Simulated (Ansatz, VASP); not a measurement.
**LiCl: VASP beside Ansatz**

The input INCAR:

```
PREC = Accurate
ENCUT = 520
EDIFF = 1E-7
ISMEAR = -1
SIGMA = 0.02
LREAL = False
LASPH = True
NELM = 80
ALGO = Normal
ISIF = 2
LWAVE = False
LCHARG = False
GGA = PE
NBANDS = 12
```

File KPOINTS:

```
regular mesh
0
Gamma
  8 8 8
```

Contents of POSCAR:

```
LiCl
1.0
    0.0595803275      2.7926228713      2.7926228713
    2.7926228713      0.0595803275      2.7926228713
    2.7926228713      2.7926228713      0.0595803275
Li Cl
1 1
Direct
    0.0018820899      0.0018820899      0.0018820899
    0.2481179101      0.2481179101      0.2481179101
```

Input for Ansatz:

```yaml
crystal:
  lattice:
    - [0.0595803275, 2.7926228713, 2.7926228713]
    - [2.7926228713, 0.0595803275, 2.7926228713]
    - [2.7926228713, 2.7926228713, 0.0595803275]
  atoms:
    - { symbol: Li, position: [0.0018820899, 0.0018820899, 0.0018820899] }
    - { symbol: Cl, position: [0.2481179101, 0.2481179101, 0.2481179101] }
kpoints:
  mp_grid: { grid: [8, 8, 8] }
  band_path:
    path:
      - [0.0, 0.0, 0.0]
      - [-0.5, -0.5, 0.0]
      - [-0.375, -0.375, 0.25]
      - [-0.375, 0.0, 0.375]
      - [0.0, 0.0, 0.5]
      - [-0.5, -0.25, 0.25]
    npoints: 1
hamiltonian:
  xc: pbe
scf:
  occupations: { method: fermi_dirac, width: 0.02 }
  n_extra_bands: 4
output:
  forces: true
  stress: true
  eigenvalues: true
```

Change from the starting cell: shear_111 strain +3.3%.

Alike in both runs: task single point; functional PBE; k mesh 8 × 8 × 8; occupations fermi-dirac, width 0.02 eV; no spin polarisation.

|  | VASP | Ansatz |
| --- | --- | --- |
| version | VASP 6.6.1 | Ansatz 0.2.0 |
| potentials or method | VASP PAW PBE potentials, release 64 (Li_sv, Cl) | plane waves, PAW |
| plane-wave cutoff (eV) | 520 | 420 |
| valence electrons in the cell | 10 | 10 |

|  | VASP | Ansatz | Ansatz less VASP |
| --- | --- | --- | --- |
| gap on the k mesh at the Fermi level (eV) | 5.89 | 5.89 | -0.006 |

Noted on VASP's run: the cutoff is under 1.25 times that of the potentials, so the pressure is a little rough.
